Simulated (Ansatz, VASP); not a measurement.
**One calculation of As, two programs**

Contents of INCAR:

```
SYSTEM = As
PREC     = Accurate       ! precision mode
ENCUT    = 520            ! plane-wave cutoff, eV
EDIFF    = 1E-6           ! SCF threshold, eV
ISMEAR   = 0              ! smearing method
SIGMA    = 0.05           ! smearing width, eV
LREAL    = .False.        ! projectors in reciprocal space
LASPH    = .True.         ! aspherical terms in the spheres
NELM     = 80             ! most SCF steps
ALGO     = Normal         ! electronic algorithm
ISIF     = 2              ! what is computed and relaxed
LWAVE    = .False.        ! write WAVECAR
LCHARG   = .False.        ! write CHGCAR
LDIPOL   = .True.       
IDIPOL   = 3            
DIPOL    = 0.5 0.5 0.369
GGA      = PE             ! functional
IVDW     = 12             ! dispersion correction
NBANDS   = 18             ! bands
```

The input KPOINTS:

```
Automatic mesh
0
Gamma
  9 9 1
  0 0 0
```

The input POSCAR:

```
As
1.0
    3.5713380906      0.0000000000      0.0000000000
   -1.7856690453      3.0928695120      0.0000000000
    0.0000000000      0.0000000000     20.2952802043
As
4
Direct
    0.3333333333      0.6666666667      0.2905917062
    0.6666666667      0.3333333333      0.2217264287
    1.1666666667      0.3333333333      0.5166363853
    0.8333333333      0.6666666667      0.4477711079
```

Input for Ansatz:

```yaml
crystal:
  lattice:
    - [3.5713380906, 0.0, 0.0]
    - [-1.7856690453, 3.092869512, 0.0]
    - [0.0, 0.0, 20.2952802043]
  atoms:
    - { symbol: As, position: [0.3333333333, 0.6666666667, 0.2905917062] }
    - { symbol: As, position: [0.6666666667, 0.3333333333, 0.2217264287] }
    - { symbol: As, position: [1.1666666667, 0.3333333333, 0.5166363853] }
    - { symbol: As, position: [0.8333333333, 0.6666666667, 0.4477711079] }
basis:
  ecutwfc: 420
kpoints:
  mp_grid: { grid: [9, 9, 1] }
hamiltonian:
  xc: pbe
  dispersion: d3bj
scf:
  occupations: { method: gaussian, width: 0.05 }
output:
  forces: true
  eigenvalues: true
efield:
  axis: 3
  dipole_correction: true
  ramp_width: 0.04
```

Alike in both runs: task single point; functional PBE; dispersion D3(BJ); k mesh 9 × 9 × 1; occupations gaussian, width 0.05 eV; no spin polarisation.

```csv
,VASP,Ansatz
version,VASP 6.6.1,Ansatz 0.2.0
potentials or method,"VASP PAW PBE potentials, release 64 (As), cutoff 520 eV","scalar-relativistic, plane waves, PAW"
valence electrons in the cell,20,60
```

Ansatz gave:

| Quantity | Value |
| --- | --- |
| gap on the k mesh at the Fermi level (eV) | 0.89 |
| least direct gap on the mesh (eV) | 1.49 |
| rms of the force components (eV/Å) | 0.014 |

Q: Estimate VASP's values.

A: gap on the k mesh at the Fermi level (eV): 0.87; least direct gap on the mesh (eV): 1.46; rms of the force components (eV/Å): 0.050.

Atom by atom the forces differ by 0.052 eV/Å (rms over components). VASP's potentials hold 20 valence electrons a cell and Ansatz's 60, so a difference there can come from the potentials and not from the codes.
